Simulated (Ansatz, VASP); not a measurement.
InS4 in VASP and in Ansatz

File INCAR:

```
PREC = Accurate ; ENCUT = 520
EDIFF = 1E-6 ; ISMEAR = 0
SIGMA = 0.1 ; LREAL = F
LASPH = T ; NELM = 100
ALGO = Normal ; ISIF = 2
LWAVE = F ; LCHARG = T
GGA = PE ; LELF = T
LVHAR = T ; NBANDS = 26
```

KPOINTS

```
regular mesh
0
Gamma
  4 4 4
```

File POSCAR:

```
InS4
1.0
   -3.1956434800      3.1956434800      3.1956434800
    3.1956434800     -3.1956434800      3.1956434800
    3.1956434800      3.1956434800     -3.1956434800
In S
1 4
Direct
    0.0000000000      0.0000000000      0.0000000000
    0.5000000000      0.5000000000      0.5000000000
    0.0000000000      0.0000000000      0.5000000000
    0.0000000000      0.5000000000      0.0000000000
    0.5000000000      0.0000000000      0.0000000000
```

Input for Ansatz:

```yaml
crystal:
  lattice:
    - [-3.19564348, 3.19564348, 3.19564348]
    - [3.19564348, -3.19564348, 3.19564348]
    - [3.19564348, 3.19564348, -3.19564348]
  atoms:
    - { symbol: In, position: [0.0, 0.0, 0.0] }
    - { symbol: S, position: [0.5, 0.5, 0.5] }
    - { symbol: S, position: [0.0, 0.0, 0.5] }
    - { symbol: S, position: [0.0, 0.5, 0.0] }
    - { symbol: S, position: [0.5, 0.0, 0.0] }
basis:
  ecutwfc: 420
kpoints:
  mp_grid: { grid: [4, 4, 4] }
hamiltonian:
  xc: pbe
scf:
  occupations: { method: gaussian, width: 0.1 }
  lower_state_search: "off"
output:
  forces: true
  stress: true
  eigenvalues: true
```

Alike in both runs: task single point; functional PBE; k mesh 4 × 4 × 4; occupations gaussian, width 0.1 eV; no spin polarisation.

```csv
,VASP,Ansatz
version,VASP 6.6.1,Ansatz 0.2.0
potentials or method,"VASP PAW PBE potentials, release 64 (In_d, S), cutoff 520 eV","scalar-relativistic, plane waves, PAW"
valence electrons in the cell,37,37
```

```tsv
	VASP	Ansatz	Ansatz less VASP
gap on the k mesh at the Fermi level (eV)	none	none	-
pressure (GPa)	-5.5	-5.4	+0.04
```

A gap of «none» marks a metal or a gap that the smearing closes. The functional is the same, so the differences come from potentials, cutoffs and numerics.
